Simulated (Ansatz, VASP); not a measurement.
BaTiO3 in VASP and in Ansatz

```
Ba Ti O
1.0
     3.98545    0.00000    0.00000
     0.00000    3.98545    0.00000
     0.00000    0.00000    4.26349
Ba Ti O
1 1 3
Direct
  0.50000 0.50000 0.59571
  0.00000 0.00000 0.11183
  0.00000 0.50000 0.05883
  0.50000 0.00000 0.05883
  0.00000 0.00000 0.53480
```

Alike in both runs: task single point; functional PBE; k mesh 8 × 8 × 6; occupations gaussian, width 0.02 eV; no spin polarisation.

|  | VASP | Ansatz |
| --- | --- | --- |
| version | VASP 6.6.1 | Ansatz 0.2.0 |
| potentials or method | VASP PAW PBE potentials, release 64 (Ba_sv, Ti_sv, O_h), cutoff 1340 eV | scalar-relativistic, plane waves, PAW |
| valence electrons in the cell | 40 | 40 |

```tsv
	VASP	Ansatz	Ansatz less VASP
gap on the k mesh at the Fermi level (eV)	1.79	1.84	+0.046
least direct gap on the mesh (eV)	2.40	2.43	+0.032
pressure (GPa)	0.3	-1.1	-1.36
traceless stress, the component that is largest in VASP (GPa)	-0.08	-0.02	+0.059
rms of the force components (eV/Å)	0.024	0.000	-0.0234
```

Atom by atom the forces differ by 0.024 eV/Å (rms over components).

Spin-orbit coupling is off throughout.
